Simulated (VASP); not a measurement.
## RuAu: single point with r2SCAN

Crystal: RuAu.

```
Ru Au
1.0
     3.30854    0.00000    0.00000
     0.00000    3.30854    0.00000
     0.00000    0.00000    3.30854
Ru Au
1 1
Direct
  0.00000 0.00000 0.00000
  0.50000 0.50000 0.50000
```

```
Program                : VASP 6.6.1
Task                   : single point
Functional             : r2SCAN
Potentials or basis    : VASP PAW PBE potentials, release 64 (Ru_pv, Au)
Cutoff                 : 550 eV
k mesh                 : 10 × 10 × 10
Occupations            : fermi-dirac, width 0.1 eV
Spin                   : no spin polarisation
Dipole correction      : no
Further INCAR settings : ALGO = Normal; EDIFF = 1e-06; NBANDS = 20
```

- Pressure: -22.7 GPa
- Band gap on the k mesh: zero (an odd number of electrons rules out a gap without spin polarisation)

Levels at points of the mesh, in eV from the Fermi level:
| k point | band 10 | band 11 | band 12 | band 13 | band 14 | band 15 |
| --- | --- | --- | --- | --- | --- | --- |
| (0.00, 0.00, 0.00) | -0.97 | -0.97 | 0.50 | 0.50 | 0.50 | 7.68 |
| (0.50, 0.00, 0.00) | -2.22 | -1.73 | -1.25 | -1.25 | -0.26 | 1.35 |
| (0.50, 0.50, 0.00) | -0.62 | 0.47 | 0.67 | 0.67 | 0.73 | 0.73 |
| (0.50, 0.50, 0.50) | -2.66 | -2.66 | 0.52 | 0.52 | 3.08 | 8.29 |

Wall time 63 s on 1 thread of Intel(R) Xeon(R) 6975P-C (Granite Rapids), on a shared host, peak memory 0.19 GiB.

Caveat: the cell stands under tension; the PAW data sets were made with another functional, which shifts forces and pressure a little; spin-orbit coupling is left out, which moves the levels of the heavy elements.
